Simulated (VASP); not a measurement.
Runs of VASP 6.6.1 on Sc3Ge. The structure is that of space group Fm-3m (No. 225), or close to it. The cells are those of the table. The cell was generated, and may not be a known phase.

```csv
task,spin,cell,cutoff (eV),gap on the mesh (eV),pressure (GPa)
single point,off,"a = 5.202 Å, angles 60.0°, 4 atoms",520,none,(a)
single point,off,"a = 4.882 Å, angles 60.0°, 4 atoms",520,none,0.0
relaxation of cell and atoms,off,"relaxed from a = 5.202 Å, angles 60.0°, 4 atoms",600,none,0.0
single point,collinear,"a = 4.882 Å, angles 60.0°, 4 atoms",520,none,0.4
```

Alike in all rows: level PBE; potentials or basis VASP PAW PBE potentials, release 64 (Sc_sv, Ge_d); k mesh 4 × 4 × 4; smearing gaussian 0.1 eV.

Fill in the values left out.

(a) -8.6.

Caveats: all runs use coarse meshes.

A k mesh can miss the band edges, and the runs leave out spin-orbit coupling on Ge.

A gap of «none» marks levels without a gap at the run's occupations.
